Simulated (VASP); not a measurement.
Input of a VASP 6.6.1 run:

File INCAR:

```
SYSTEM = Rh
PREC = Accurate ; ENCUT = 520
EDIFF = 1E-6 ; ISMEAR = -1
SIGMA = 0.08 ; LREAL = .FALSE.
LASPH = .TRUE. ; NELM = 60
ALGO = Normal ; ISIF = 2
LWAVE = .FALSE. ; LCHARG = .FALSE.
GGA = PS ; NBANDS = 14
```

KPOINTS

```
regular mesh
0
G
  16 16 16
  0 0 0
```

Contents of POSCAR:

```
Rh
1.0
    0.0000000000      1.9141434134      1.9141434134
    1.9141434134      0.0000000000      1.9141434134
    1.9141434134      1.9141434134      0.0000000000
Rh
1
Direct
    0.0000000000      0.0000000000      0.0000000000
```

Potentials or basis: VASP PAW PBE potentials, release 64 (Rh_pv).

Launch:

```console
$ cat potpaw_PBE.64/Rh_pv/POTCAR > POTCAR
$ mpirun -np 1 vasp_std > vasp.out
```

(1) Predict the pressure.

Results:

(1) -10.0 GPa.

Caveat: the PAW data sets were made with another functional, which shifts forces and pressure a little.
